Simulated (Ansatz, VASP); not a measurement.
Ga in VASP and in Ansatz

The input INCAR:

```
PREC = Accurate
ENCUT = 520
EDIFF = 1E-7
ISMEAR = 0
SIGMA = 0.15
LREAL = False
LASPH = True
NELM = 80
ALGO = Fast
ISIF = 2
LWAVE = False
LCHARG = False
GGA = CA
NBANDS = 34
```

The input KPOINTS:

```
regular mesh
0
Gamma
  10 10 10
```

POSCAR

```
Ga
1.0
    2.2085777266     -3.7454996903     -0.1656433295
    2.2085777266      3.7454996903     -0.1656433295
   -0.3329304646      0.0000000000      5.1049337912
Ga
4
Direct
    0.1560190462      0.8439809538      0.0845038705
    0.6560190462      0.3439809538      0.4154961295
    0.8439809538      0.1560190462      0.9154961295
    0.3439809538      0.6560190462      0.5845038705
```

Input for Ansatz:

```yaml
crystal:
  lattice:
    - [2.2085777266, -3.7454996903, -0.1656433295]
    - [2.2085777266, 3.7454996903, -0.1656433295]
    - [-0.3329304646, 0.0, 5.1049337912]
  atoms:
    - { symbol: Ga, position: [0.1560190462, 0.8439809538, 0.0845038705] }
    - { symbol: Ga, position: [0.6560190462, 0.3439809538, 0.4154961295] }
    - { symbol: Ga, position: [0.8439809538, 0.1560190462, 0.9154961295] }
    - { symbol: Ga, position: [0.3439809538, 0.6560190462, 0.5845038705] }
basis:
  ecutwfc: 420
kpoints:
  mp_grid: { grid: [10, 10, 10] }
hamiltonian:
  xc: lda
  pseudopotentials: { kind: paw }
scf:
  occupations: { method: gaussian, width: 0.15 }
output:
  forces: true
  stress: true
  eigenvalues: true
```

Change from the starting cell: engineering shear strain xz -0.1500, normal strain along z +0.1500.

Alike in both runs: task single point; functional LDA; k mesh 10 × 10 × 10; occupations gaussian, width 0.15 eV; no spin polarisation.

```csv
,VASP,Ansatz
version,VASP 6.6.1,Ansatz 0.2.0
potentials or method,"VASP PAW LDA potentials, release 64 (Ga_d), cutoff 520 eV","scalar-relativistic, plane waves, PAW"
valence electrons in the cell,52,52
```

```csv
,VASP,Ansatz,Ansatz less VASP
gap on the k mesh at the Fermi level (eV),none,none,-
pressure (GPa),-4.8,-4.9,-0.11
"traceless stress, the component that is largest in VASP (GPa)",2.58,2.55,-0.031
rms of the force components (eV/Å),0.208,0.205,-0.0022
```

LDA's correlation is that of Perdew and Zunger in VASP and of Perdew and Wang (1992) in Ansatz. Atom by atom the forces differ by 0.003 eV/Å (rms over components). A gap of «none» marks a metal or a gap that the smearing closes.
